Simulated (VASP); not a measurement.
# Rh (Im-3m) in VASP: notebook

Rh is run at these levels: PBE, r2SCAN; tasks: single point.

Program: VASP 6.6.1. These are calculated values, not measurements. Logs are shortened: lines on timing, memory, paths and dates and some standing lists are left out, and cuts for length are marked.

## 1. The cell of the first run

It takes space group Im-3m (No. 229, cubic). Conventional cell: a = 3.070 Å, b = 3.070 Å, c = 3.070 Å, α = 90.00°, β = 90.00°, γ = 90.00°. Within 3.5 Å of Rh (site symmetry m-3m) lie 14 Rh at 2.66 to 3.07 Å.

## 2. Single point, PBE

INCAR

```
PREC = Accurate
ENCUT = 500
EDIFF = 1E-6
ISMEAR = 0
SIGMA = 0.05
LREAL = False
LASPH = True
NELM = 120
ALGO = Normal
ISIF = 2
LWAVE = False
LCHARG = False
GGA = PE
NBANDS = 14
GGA_COMPAT = False
```

KPOINTS

```
Automatic mesh
0
Gamma
  10 10 10
```

POSCAR

```
Rh
1.0
   -1.5350999966      1.5350999966      1.5350999966
    1.5350999966     -1.5350999966      1.5350999966
    1.5350999966      1.5350999966     -1.5350999966
Rh
1
Direct
    0.0000000000      0.0000000000      0.0000000000
```

Potentials or basis: VASP PAW PBE potentials, release 64 (Rh_pv).

Command:

```bash
$ cat potpaw_PBE.64/Rh_pv/POTCAR > POTCAR
$ mpirun -np 1 vasp_std > vasp.out
```

OUTCAR:

```text
PREC = Accurate
   ENCUT = 500
   EDIFF = 1E-6
   ISMEAR = 0
   LREAL = False
   LASPH = True
   NELM = 120
   ISIF = 2
   GGA = PE

 ion  position               nearest neighbor table
   1  0.000  0.000  0.000-

  LATTYP: Found a body centered cubic cell.
 ALAT       =     3.0701999932

  Lattice vectors:

 A1 = (  -1.5350999966,   1.5350999966,   1.5350999966)
 A2 = (   1.5350999966,  -1.5350999966,   1.5350999966)
 A3 = (   1.5350999966,   1.5350999966,  -1.5350999966)

Analysis of symmetry for initial positions (statically):
=====================================================================
 Subroutine PRICEL returns:
 Original cell was already a primitive cell.

 Routine SETGRP: Setting up the symmetry group for a
 body centered cubic supercell.

 Subroutine GETGRP returns: Found 48 space group operations
 (whereof 48 operations were pure point group operations)
 out of a pool of 48 trial point group operations.

The static configuration has the point symmetry O_h .

Analysis of symmetry for dynamics (positions and initial velocities):
=====================================================================
 Subroutine PRICEL returns:
 Original cell was already a primitive cell.

 Routine SETGRP: Setting up the symmetry group for a
 body centered cubic supercell.

 Subroutine GETGRP returns: Found 48 space group operations
 (whereof 48 operations were pure point group operations)
 out of a pool of 48 trial point group operations.

The dynamic configuration has the point symmetry O_h .

 Subroutine INISYM returns: Found 48 space group operations
 (whereof 48 operations are pure point group operations),
 and found     1 'primitive' translations

----------------------------------------------------------------------------------------

                                     Primitive cell

  volume of cell :      14.4700

  direct lattice vectors                    reciprocal lattice vectors
    -1.535099997  1.535099997  1.535099997     0.000000000  0.325711681  0.325711681
     1.535099997 -1.535099997  1.535099997     0.325711681  0.000000000  0.325711681
     1.535099997  1.535099997 -1.535099997     0.325711681  0.325711681  0.000000000

  length of vectors
     2.658871189  2.658871189  2.658871189     0.460625876  0.460625876  0.460625876

  position of ions in fractional coordinates (direct lattice)
     0.000000000  0.000000000  0.000000000

  ion indices of the primitive-cell ions
   primitive index   ion index
                 1           1

----------------------------------------------------------------------------------------

 KPOINTS: Automatic mesh

Automatic generation of k-mesh.
 Grid dimensions read from file:
 generate k-points for:   10   10   10

 Generating k-lattice:

  Cartesian coordinates                     Fractional coordinates (reciprocal lattice)
     0.000000000  0.032571168  0.032571168     0.100000000  0.000000000  0.000000000
     0.032571168  0.000000000  0.032571168     0.000000000  0.100000000  0.000000000
     0.032571168  0.032571168  0.000000000     0.000000000  0.000000000  0.100000000

  Length of vectors
     0.046062588  0.046062588  0.046062588

  Shift w.r.t. Gamma in fractional coordinates (k-lattice)
     0.000000000  0.000000000  0.000000000

 Subroutine IBZKPT returns following result:
 ===========================================

 Found     47 irreducible k-points:

 Following reciprocal coordinates:
            Coordinates               Weight
  0.000000  0.000000  0.000000      1.000000
  0.100000  0.000000  0.000000     12.000000
  0.200000  0.000000  0.000000     12.000000
  0.300000  0.000000  0.000000     12.000000
  0.400000  0.000000  0.000000     12.000000
  0.500000  0.000000  0.000000      6.000000
[... 16 lines left out ...]
  0.300000  0.300000  0.100000      8.000000
 -0.300000  0.300000  0.100000     24.000000
 [... further k-points ...]
   k-points           NKPTS =     47   k-points in BZ     NKDIM =     47   number of bands    NBANDS=     14
   number of dos      NEDOS =    301   number of ions     NIONS =      1
   total plane-waves  NPLWV =   8000
   dimension x,y,z NGX =    20 NGY =   20 NGZ =   20
   dimension x,y,z NGXF=    40 NGYF=   40 NGZF=   40
   ions per type =               1
   NGX,Y,Z   is equivalent  to a cutoff of  12.51, 12.51, 12.51 a.u.
   NGXF,Y,Z  is equivalent  to a cutoff of  25.01, 25.01, 25.01 a.u.
 SYSTEM =  unknown system
   PREC   = accura    normal or accurate (medium, high low for compatibility)
   ISTART =      0    job   : 0-new  1-cont  2-samecut
   ICHARG =      2    charge: 1-file 2-atom 10-const
   ISPIN  =      1    spin polarized calculation?
   LNONCOLLINEAR =      F non collinear calculations
   LSORBIT =      F    spin-orbit coupling
   LASPH  =      T    aspherical Exc in radial PAW
   ENCUT  =  500.0 eV  36.75 Ry    6.06 a.u.   4.85  4.85  4.85*2*pi/ulx,y,z
   NELM   =    120;   NELMIN=  2; NELMDL= -5     # of ELM steps
   EDIFF  = 0.1E-05   stopping-criterion for ELM
   LREAL  =      F    real-space projection
   EDIFFG = 0.1E-04   stopping-criterion for IOM
   NSW    =      0    number of steps for IOM
   IBRION =     -1    ionic relax: 0-MD 1-quasi-New 2-CG
   NFREE  =      0    steps in history (QN), initial steepest desc. (CG)
   ISIF   =      2    stress and relaxation
   ISYM   =      2    0-nonsym 1-usesym 2-fastsym
   POTIM  = 0.5000    time-step for ionic-motion
   TEBEG  =    0.0;   TEEND  =   0.0 temperature during run
   PSTRESS=    0.0 pullay stress
   NELECT =      15.0000    total number of electrons
   NUPDOWN=      -1.0000    fix difference up-down
   EMIN   =  10.00;   EMAX   =-10.00  energy-range for DOS
   EFERMI =   0.00;   METHOD = LEGACY
   ISMEAR =     0;   SIGMA  =   0.05  broadening in eV -4-tet -1-fermi 0-gaus
   EFERMI_NEDOS =   21; number of points for ismear=-14 and -15
   IALGO  =     38    algorithm
   IMIX   =      4    mixing-type and parameters
     AMIX     =   0.40;   BMIX     =  1.00
     AMIX_MAG =   1.60;   BMIX_MAG =  1.00
  volume/ion in A,a.u.               =      14.47        97.65
  Fermi-wavevector in a.u.,A,eV,Ry     =   1.656845  3.130983 37.349840  2.745136
  Thomas-Fermi vector in A             =   2.744700
   LORBIT       =      0    0 simple, 1 ext, 2 COOP (PROOUT), +10 PAW based schemes
   GGA     = PE    functional components
   LHFCALC =     F    Hartree Fock is set to
   AEXX    =    0.0000 exact exchange contribution
   IVDW    =     0    specifies the selected vdW correction
   LEPSILON=     F    determine dielectric tensor
   LRPA    =     F    only Hartree local field effects (RPA)
 non-spin polarized calculation
 Gauss-broadening in eV      SIGMA  =   0.05
  energy-cutoff  :      500.00
  volume of cell :       14.47
 maximum number of plane-waves:       374
   NGX =  9   NGY =  9   NGZ =  9

 number of electron      15.0000005 magnetization

 Free energy of the ion-electron system (eV)
  ---------------------------------------------------
  ext. energy  EPLUGINS =         0.00000000
  ---------------------------------------------------
  free energy    TOTEN  =        -6.91283348 eV

  energy without entropy =       -6.90921264  energy(sigma->0) =       -6.91102306

 E-fermi :  10.8349     XC(G=0): -13.6823

 val. band max:       10.8078154659   @ k =   0.3000   0.2000   0.2000
 cond. band min:      10.8700709980   @ k =  -0.2000   0.2000   0.1000
 fundamental gap:      0.0622555320
 Fermi energy:        10.8348533073

 k-point     1 :       0.0000    0.0000    0.0000
  band No.  band energies     occupation
      1     -35.1280      2.00000
      2     -35.1280      2.00000
      3     -35.1280      2.00000
      4       3.4145      2.00000
      5       8.0892      2.00000
      6       8.0892      2.00000
      7       8.0892      2.00000
      8      10.4247      2.00000
      9      10.4247      2.00000
     10      29.2657      0.00000
     11      29.2657      0.00000
     12      29.2657      0.00000
     13      31.9976      0.00000
     14      38.8835      0.00000

 k-point     2 :       0.1000    0.0000    0.0000
  band No.  band energies     occupation
      1     -35.1899      2.00000
      2     -35.1487      2.00000
      3     -35.1280      2.00000
      4       3.8133      2.00000
      5       7.9330      2.00000
      6       8.0843      2.00000
      7       8.4053      2.00000
      8      10.2454      2.00000
      9      10.4367      2.00000
     10      29.3166      0.00000
     11      29.3694      0.00000
     12      29.8281      0.00000
     13      31.9973      0.00000
     14      36.5602      0.00000

 k-point     3 :       0.2000    0.0000    0.0000
  band No.  band energies     occupation
      1     -35.3498      2.00000
      2     -35.2023      2.00000
      3     -35.1279      2.00000
      4       4.8102      2.00000
      5       7.5461      2.00000
      6       8.0974      2.00000
      7       9.2970      2.00000
      8      10.0254      2.00000
      9      10.4858      2.00000
     10      28.2323      0.00000
     11      28.8702      0.00000
     12      31.3602      0.00000
     13      31.9966      0.00000
     14      35.4944      0.00000
[... 324 lines left out ...]
 k-point    23 :       0.3000    0.3000    0.1000
  band No.  band energies     occupation
      1     -35.5243      2.00000
      2     -35.5243      2.00000
      3     -35.2597      2.00000
      4       6.4762      2.00000
      5       7.6901      2.00000
      6       7.6901      2.00000
      7      10.7381      1.99377
      8      10.7381      1.99377
      9      19.6562      0.00000
     10      19.6562      0.00000
     11      20.0010      0.00000
     12      25.4817      0.00000
     13      32.0017      0.00000
     14      36.9584      0.00000

 k-point    24 :      -0.3000    0.3000    0.1000
  band No.  band energies     occupation
      1     -35.5350      2.00000
      2     -35.2905      2.00000
      3     -35.1757      2.00000
      4       5.8429      2.00000
      5       7.4282      2.00000
      6       8.3526      2.00000
      7       9.6824      2.00000
      8      10.4896      2.00000
      9      11.2251      0.00000
     10      25.3081      0.00000
     11      27.6260      0.00000
     12      30.8729      0.00000
     13      31.9981      0.00000
     14      34.3160      0.00000

 [... further k-points ...]
[... 5 lines left out ...]
  --------------------------------------------------------------------------------------
  -------------------------------------------------------------------------------------
  Total       -0.0030294     -0.0030294     -0.0030294     -0.0000000     -0.0000000      0.0000000
  in kB       -0.3354236     -0.3354236     -0.3354236     -0.0000000     -0.0000000      0.0000000
  external PRESSURE =      -0.3354236 kB  Pullay stress =       0.0000000 kB

 VOLUME and BASIS-vectors are now :
 -----------------------------------------------------------------------------
  energy-cutoff  :      500.00
  volume of cell :       14.47
      direct lattice vectors                 reciprocal lattice vectors
    -1.535099997  1.535099997  1.535099997     0.000000000  0.325711681  0.325711681
     1.535099997 -1.535099997  1.535099997     0.325711681  0.000000000  0.325711681
     1.535099997  1.535099997 -1.535099997     0.325711681  0.325711681  0.000000000

 POSITION                                       TOTAL-FORCE (eV/Angst)
 -----------------------------------------------------------------------------------
      0.00000      0.00000      0.00000         0.000000     -0.000000      0.000000
 -----------------------------------------------------------------------------------
    total drift:                                0.000000      0.000000      0.000000

  FREE ENERGIE OF THE ION-ELECTRON SYSTEM (eV)
  ---------------------------------------------------
  free  energy   TOTEN  =        -6.9128334758 eV

  energy  without entropy=       -6.9092126403  energy(sigma->0) =       -6.91102306
```

It took 7.5 s on 1 thread of Intel Xeon 6975P-C, shared host; peak memory 0.13 GiB.

Results:

```yaml
Free_energy: -6.9128 eV
Pressure: 0.0 GPa
```

Levels at points of the mesh, in eV from the Fermi level:
| k point | band 6 | band 7 | band 8 | band 9 | band 10 | band 11 |
| --- | --- | --- | --- | --- | --- | --- |
| (0.00, 0.00, 0.00) | -2.75 | -2.75 | -0.41 | -0.41 | 18.43 | 18.43 |
| (0.50, 0.00, 0.00) | -0.48 | -0.09 | 1.35 | 1.53 | 9.01 | 14.56 |
| (0.50, 0.50, 0.50) | 1.05 | 1.05 | 1.05 | 9.32 | 9.32 | 9.32 |

[end of part 1 of 2]
